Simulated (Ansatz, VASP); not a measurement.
# Pt3Pb: VASP beside Ansatz

INCAR

```
ALGO = Normal
EDIFF = 1E-7
ENCUT = 520
GGA = CA
ISIF = 2
ISMEAR = -1
LASPH = True
LCHARG = False
LREAL = False
LWAVE = False
NBANDS = 30
NELM = 60
PREC = Accurate
SIGMA = 0.03
```

The input KPOINTS:

```
k-points
0
Gamma
  9 9 9
```

File POSCAR:

```
Pt3Pb
1.0
    4.0580000000     -0.0202900000     -0.0202900000
   -0.0202900000      4.0580000000     -0.0202900000
   -0.0202900000     -0.0202900000      4.0580000000
Pt Pb
3 1
Direct
    0.0000000000      0.5000000000      0.5000000000
    0.5000000000      0.0000000000      0.5000000000
    0.5000000000      0.5000000000      0.0000000000
    0.0000000000      0.0000000000      0.0000000000
```

Input for Ansatz:

```yaml
crystal:
  lattice:
    - [4.058, -0.02029, -0.02029]
    - [-0.02029, 4.058, -0.02029]
    - [-0.02029, -0.02029, 4.058]
  atoms:
    - { symbol: Pt, position: [0.0, 0.5, 0.5] }
    - { symbol: Pt, position: [0.5, 0.0, 0.5] }
    - { symbol: Pt, position: [0.5, 0.5, 0.0] }
    - { symbol: Pb, position: [0.0, 0.0, 0.0] }
kpoints:
  mp_grid: { grid: [9, 9, 9] }
  band_path:
    path:
      - [0.0, 0.0, 0.0]
      - [0.5, 0.0, 0.0]
      - [0.5, -0.5, 0.5]
      - [0.4901240068, -0.5098759932, 0.4901240068]
      - [0.4901240068, 0.4901240068, 0.4901240068]
      - [0.0, 0.0, 0.0]
      - [0.5, -0.5, 0.0]
    npoints: 5
scf:
  occupations: { method: fermi_dirac, width: 0.03 }
hamiltonian:
  xc: lda
  pseudopotentials: { kind: all_electron, lapw: { basis_error: 0.001 } }
output:
  forces: true
  stress: true
  eigenvalues: true
```

Change from the starting cell: equal xy, yz and zx shear strains of -1 %.

Alike in both runs: task single point; functional LDA; k mesh 9 × 9 × 9; occupations fermi-dirac, width 0.03 eV; no spin polarisation.

|  | VASP | Ansatz |
| --- | --- | --- |
| version | VASP 6.6.1 | Ansatz 0.2.0 |
| potentials or method | VASP PAW LDA potentials, release 64 (Pt, Pb_d), cutoff 520 eV | all-electron LAPW, scalar-relativistic |

VASP gave:

- pressure (GPa): -2.2
- traceless stress, the component that is largest in VASP (GPa): 0.59

Question: Which values does Ansatz return?

Answer: Pressure (GPa): -2.8; traceless stress, the component that is largest in VASP (GPa): 0.56.

LDA's correlation is that of Perdew and Zunger in VASP and of Perdew and Wang (1992) in Ansatz. Ansatz ran all-electron here, and VASP with PAW potentials.

Spin-orbit coupling is off throughout.
